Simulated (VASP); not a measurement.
Sn3Te:

```
CELL_PARAMETERS angstrom
4.79986 0.00000 0.00000
0.00000 4.79986 0.00000
0.00000 0.00000 4.79986
ATOMIC_POSITIONS crystal
Te 0.00000 0.00000 0.00000
Sn 0.00000 0.50000 0.50000
Sn 0.50000 0.00000 0.50000
Sn 0.50000 0.50000 0.00000
```

Base run:

| Property | Result |
| --- | --- |
| Program | VASP 6.6.1 |
| Functional | r2SCAN |
| Potentials or basis | VASP PAW PBE potentials, release 64 (Te, Sn_d) |
| Cutoff | 520 eV |
| k mesh | 6 × 6 × 6 |
| Occupations | fermi-dirac, width 0.05 eV |
| Spin | no spin polarisation |

Its results: band gap on the k mesh zero (band 24 reaches 11.23 eV, above the bottom of band 25 at 7.74 eV); pressure 1.6 GPa.

**Question.** The run is repeated on the same cell with these changes: functional from r2SCAN to LDA; potentials or basis from VASP PAW PBE potentials, release 64 (Te, Sn_d) to VASP PAW LDA potentials, release 64 (Te, Sn_d). What comes out?

**Answer.** Band gap on the k mesh zero (band 24 reaches 10.85 eV, above the bottom of band 25 at 7.47 eV); pressure -1.7 GPa.

Caveats: spin-orbit coupling is left out, which moves the levels of the heavy elements; the PAW data sets were made with another functional, which shifts forces and pressure a little (some runs).
